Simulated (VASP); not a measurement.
Set up this calculation in VASP 6.6.1, as the native input.

- Task: single point
- Functional: revPBE
- Potentials or basis: VASP PAW PBE potentials, release 64 (Zn)
- Cutoff: 520 eV
- k mesh: 13 × 13 × 13
- Occupations: fermi-dirac, width 0.1 eV
- Spin: no spin polarisation
- Dipole correction: no
- Further INCAR settings: ALGO = Normal; EDIFF = 1e-06; NBANDS = 12

The structure of Zn lies in POSCAR:

```
Zn
1.0
    2.5511933865      0.0000000000      0.0000000000
    0.0000000000      2.5511933865      0.0000000000
    0.0000000000      0.0000000000      2.5511933865
Zn
1
Direct
    0.0000000000      0.0000000000      0.0000000000
```

This cell differs from its parent crystal: volume scaled by 0.88.

One way to write it, as run:

INCAR

```
ALGO = Normal
EDIFF = 1E-6
ENCUT = 520
GGA = RE
ISIF = 2
ISMEAR = -1
LASPH = T
LCHARG = T
LELF = T
LREAL = F
LVHAR = T
LWAVE = F
NBANDS = 12
NELM = 80
PREC = Accurate
SIGMA = 0.1
```

KPOINTS

```
k-points
0
Gamma
  13 13 13
```

Potentials or basis: VASP PAW PBE potentials, release 64 (Zn).

Command:

```console
$ cat potpaw_PBE.64/Zn/POTCAR > POTCAR
$ mpirun -np 1 vasp_std > vasp.out
```

Results of the run:

The pressure is 7.8 GPa. The band gap on the k mesh is zero (band 6 reaches 7.40 eV, above the bottom of band 7 at 0.45 eV).

Caveat: the PAW data sets were made with another functional, which shifts forces and pressure a little.

Wall time 11 s on 1 thread of Intel(R) Xeon(R) Platinum 8259CL CPU @ 2.50GHz (Skylake/Cascade Lake), with other jobs on the host, peak memory 0.13 GiB.
